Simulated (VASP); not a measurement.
A run of VASP 6.6.1:

File INCAR:

```
SYSTEM = Te
ALGO     = Normal         ! electronic algorithm
EDIFF    = 1E-7           ! SCF threshold, eV
EDIFFG   = -0.005         ! ionic threshold
ENCUT    = 600            ! plane-wave cutoff, eV
GGA      = PE             ! functional
IBRION   = 2              ! ionic algorithm
ISIF     = 3              ! what is computed and relaxed
ISMEAR   = -1             ! smearing method
LASPH    = .TRUE.         ! aspherical terms in the spheres
LCHARG   = .FALSE.        ! write CHGCAR
LREAL    = .FALSE.        ! projectors in reciprocal space
LWAVE    = .FALSE.        ! write WAVECAR
NELM     = 60             ! most SCF steps
NSW      = 45             ! ionic steps
PREC     = Accurate       ! precision mode
SIGMA    = 0.05           ! smearing width, eV
```

The input KPOINTS:

```
k-points
0
G
  13 13 13
  0 0 0
```

The input POSCAR:

```
Te
1.0
    3.1999713889      0.0000000000      0.0000000000
    0.0000000000      3.1999713889      0.0000000000
    0.0000000000      0.0000000000      3.1999713889
Te
1
Direct
    0.0000000000      0.0000000000      0.0000000000
```

Potentials or basis: VASP PAW PBE potentials, release 64 (Te).

Run with:

```sh
$ cat potpaw_PBE.64/Te/POTCAR > POTCAR
$ mpirun -np 1 vasp_std > vasp.out
```

Hardware: 1 thread of Intel Xeon 6975P-C (shared host).

Question: How long does it take, and how much memory?

Answer: It took 25 s on 1 thread of Intel Xeon 6975P-C, with other jobs on the host, peak memory 0.18 GiB. Counts: scf iterations 17, k points 84, ion steps 2.
